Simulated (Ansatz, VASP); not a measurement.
LaMg3 in VASP and in Ansatz

```
La Mg
1.0
     4.82631    0.00000    0.00000
     0.00000    4.82631    0.00000
     0.00000    0.00000    4.82631
La Mg
1 3
Direct
  0.00000 0.99793 0.00000
  0.50000 0.50000 0.00000
  0.50000 0.00000 0.50000
  0.00000 0.50000 0.50000
```

Alike in both runs: task single point; functional LDA; k mesh 5 × 5 × 5; no spin polarisation.

```csv
,VASP,Ansatz
version,VASP 6.6.1,Ansatz 0.2.0
potentials or method,"VASP PAW LDA potentials, release 64 (La, Mg)","plane waves, PAW"
plane-wave cutoff (eV),520,420
occupations,"fermi-dirac, width 0.1 eV",fermi-dirac
valence electrons in the cell,17,41
```

|  | VASP | Ansatz | Ansatz less VASP |
| --- | --- | --- | --- |
| rms of the force components (eV/Å) | 0.015 | 0.015 | -0.0001 |

LDA's correlation is that of Perdew and Zunger in VASP and of Perdew and Wang (1992) in Ansatz. Atom by atom the forces differ by 0.000 eV/Å (rms over components). VASP's potentials hold 17 valence electrons a cell and Ansatz's 41, so a difference there can come from the potentials and not from the codes.

Neither program's run includes spin-orbit coupling.
